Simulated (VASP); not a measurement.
A run of VASP 6.6.1:

Contents of INCAR:

```
ALGO = Normal
EDIFF = 1E-6
ENCUT = 600
GGA_COMPAT = F
ISIF = 2
ISMEAR = -1
LASPH = T
LCHARG = F
LREAL = F
LWAVE = F
NBANDS = 13
NELM = 120
PREC = Accurate
SIGMA = 0.1
```

The input KPOINTS:

```
k-points
0
Gamma
  19 19 11
```

The input POSCAR:

```
O
1.0
    2.0356106656      0.0000000000      0.0000000000
   -1.0178053328      1.7628905486      0.0000000000
    0.0000000000      0.0000000000      2.3957159552
O
2
Direct
    0.3333333333      0.6666666667      0.2500000000
    0.6666666667      0.3333333333      0.7500000000
```

Potentials or basis: VASP PAW LDA potentials, release 64 (O).

Command:

```sh
$ cat potpaw_LDA.64/O/POTCAR > POTCAR
$ mpirun -np 1 vasp_std > vasp.out
```

Hardware: 1 thread of Intel(R) Xeon(R) Platinum 8375C CPU @ 2.90GHz (Ice Lake), on a shared host.

Problem. Estimate the wall time of this run.

Solution. Run time: 12 s on 1 thread of Intel(R) Xeon(R) Platinum 8375C CPU @ 2.90GHz (Ice Lake), on a shared host, peak memory 0.12 GiB. Counts: scf iterations 10, k points 240.
